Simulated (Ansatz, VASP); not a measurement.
**One calculation of Al, two programs**

```
Al
1.0
     0.00000    1.99744    1.99744
     1.99744    0.00000    1.99744
     1.99744    1.99744    0.00000
Al
1
Direct
  0.00000 0.00000 0.00000
```

Alike in both runs: task single point; functional r2SCAN0; k mesh 6 × 6 × 6; occupations fermi-dirac, width 0.05 eV; no spin polarisation.

|  | VASP | Ansatz |
| --- | --- | --- |
| version | VASP 6.6.1 | Ansatz 0.2.0 |
| potentials or method | VASP PAW PBE potentials, release 64 (Al) | Ansatz PAW |
| plane-wave cutoff (eV) | 520 | 500 |
| valence electrons in the cell | 3 | 3 |

|  | VASP | Ansatz | Ansatz less VASP |
| --- | --- | --- | --- |
| gap on the k mesh at the Fermi level (eV) | none | none | - |
| pressure (GPa) | 0.6 | 0.1 | -0.51 |

VASP's potentials were made for PBE, not for r2SCAN0. A gap of «none» marks a metal or a gap that the smearing closes. With one functional, cell and mesh, what is left measures potentials, basis and numerics.

The k mesh is coarse, so the values compare programs but aren't converged.
